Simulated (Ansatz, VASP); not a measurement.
Given: the input of a run of VASP 6.6.1 on CdSe.

INCAR

```
ALGO     = Normal         # electronic algorithm
EDIFF    = 1E-7           # SCF threshold, eV
ENCUT    = 520            # plane-wave cutoff, eV
GGA      = PE             # functional
ISIF     = 2              # what is computed and relaxed
ISMEAR   = -1             # smearing method
ISPIN    = 2              # spin polarisation
LASPH    = T              # aspherical terms in the spheres
LCHARG   = T              # write CHGCAR
LELF     = T              # ELF
LORBIT   = 11             # projections on sites
LREAL    = F              # projectors in reciprocal space
LVHAR    = T            
LWAVE    = F              # write WAVECAR
MAGMOM   = 0.5 0.5 0 0    # initial moments
NBANDS   = 30             # bands
NELM     = 150            # most SCF steps
PREC     = Accurate       # precision mode
SIGMA    = 0.01           # smearing width, eV
```

Contents of KPOINTS:

```
k-points
0
Gamma
  7 7 4
```

File POSCAR:

```
CdSe
1.0
    4.2418847678      0.0000000000      0.0000000000
   -2.1209423839      3.6735799689      0.0000000000
    0.0000000000      0.0000000000      6.9251235047
Cd Se
2 2
Direct
    0.6666666667      0.3333333333      0.5000000000
    0.3333333333      0.6666666667      0.0000000000
    0.6666666667      0.3333333333      0.8850000000
    0.3333333333      0.6666666667      0.3850000000
```

Potentials or basis: VASP PAW PBE potentials, release 64 (Cd, Se).

The run is started by

```sh
$ cat potpaw_PBE.64/Cd/POTCAR potpaw_PBE.64/Se/POTCAR > POTCAR
$ mpirun -np 1 vasp_std > vasp.out
```

Question: Translate it to Ansatz 0.2.0. Potentials there: all-electron LAPW, scalar-relativistic.

Answer: As run (the cutoff follows the program's own potentials):

input.yaml

```yaml
crystal:
  lattice:
    - [4.2418847678, 0.0, 0.0]
    - [-2.1209423839, 3.6735799689, 0.0]
    - [0.0, 0.0, 6.9251235047]
  atoms:
    - { symbol: Cd, position: [0.6666666667, 0.3333333333, 0.5], spin: 0.5 }
    - { symbol: Cd, position: [0.3333333333, 0.6666666667, 0.0], spin: 0.5 }
    - { symbol: Se, position: [0.6666666667, 0.3333333333, 0.885] }
    - { symbol: Se, position: [0.3333333333, 0.6666666667, 0.385] }
kpoints:
  mp_grid: { grid: [7, 7, 4] }
scf:
  occupations: { method: fermi_dirac, width: 0.01 }
  lower_state_search: "off"
hamiltonian:
  xc: pbe
  pseudopotentials: { kind: all_electron, lapw: { basis_error: 0.002 } }
magnetization:
  spin_polarized: true
output:
  forces: true
  stress: true
  eigenvalues: true
```

Potentials or basis: all-electron LAPW, scalar-relativistic.

Run with:

```bash
$ ansatz run input.yaml --threads 2 --pin off --max-ram 6144MiB --backend cpu --events-out ev --progress --plain --runs-dir out
```

Both were run:

|  | VASP | Ansatz | Ansatz less VASP |
| --- | --- | --- | --- |
| gap on the k mesh at the Fermi level (eV) | 0.79 | 0.79 | -0.001 |
| least direct gap on the mesh (eV) | 0.79 | 0.79 | -0.001 |
| pressure (GPa) | 6.0 | 5.6 | -0.37 |
| traceless stress, the component that is largest in VASP (GPa) | -1.78 | -1.72 | +0.055 |
| rms of the force components (eV/Å) | 0.194 | 0.188 | -0.0059 |
| net moment per atom (μB) | 0.00 | 0.00 | 0.000 |

Atom by atom the forces differ by 0.006 eV/Å (rms over components). Ansatz ran all-electron here, and VASP with PAW potentials.
